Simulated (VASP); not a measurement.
Wanted: the native input for a VASP 6.6.1 run.

| Quantity | Value |
| --- | --- |
| Task | single point |
| Functional | PBE |
| Potentials or basis | VASP PAW PBE potentials, release 64 (Ge_d, W_sv) |
| Cutoff | 520 eV |
| k mesh | 12 × 12 × 8 |
| Occupations | gaussian, width 0.1 eV |
| Spin | no spin polarisation |
| Dipole correction | no |
| Further INCAR settings | ALGO = Fast; EDIFF = 1e-07; NBANDS = 66 |

The structure of GeW3 lies in POSCAR:

```
GeW3
1.0
    5.5737985703      0.0000000000      0.0000000000
   -2.7868992851      4.8270511574      0.0000000000
    0.0000000000      0.0000000000      4.6837705608
Ge W
2 6
Direct
    0.3333333333      0.6666666667      0.2500000000
    0.6666666667      0.3333333333      0.7500000000
    0.8364078399      0.6728156797      0.2500000000
    0.1635921601      0.8364078399      0.7500000000
    0.3271843203      0.1635921601      0.2500000000
    0.1635921601      0.3271843203      0.7500000000
    0.8364078399      0.1635921601      0.2500000000
    0.6728156797      0.8364078399      0.7500000000
```

The cell was built from a structure type or drawn by symmetry, and may not be a known phase.

The input as run:

INCAR

```
SYSTEM = GeW3
ALGO = Fast
EDIFF = 1E-7
ENCUT = 520
GGA = PE
ISIF = 2
ISMEAR = 0
LASPH = .True.
LCHARG = .True.
LELF = .True.
LREAL = .False.
LVHAR = .True.
LWAVE = .False.
NBANDS = 66
NELM = 100
PREC = Accurate
SIGMA = 0.1
```

KPOINTS

```
k-points
0
Gamma
  12 12 8
  0 0 0
```

Potentials or basis: VASP PAW PBE potentials, release 64 (Ge_d, W_sv).

The run is started by

```sh
$ cat potpaw_PBE.64/Ge_d/POTCAR potpaw_PBE.64/W_sv/POTCAR > POTCAR
$ mpirun -np 1 vasp_std > vasp.out
```

Results of the run:

```
Pressure               : 0.5 GPa
Largest force          : 0.009 eV/Å
Band gap on the k mesh : zero (bands 56 and 57 overlap by 1.38 eV)
```

Caveat: spin-orbit coupling is left out, which moves the levels of the heavy elements.

Run time: 41 min on 1 thread of Intel(R) Xeon(R) Platinum 8488C (Sapphire Rapids), on a shared host, peak memory 0.65 GiB.
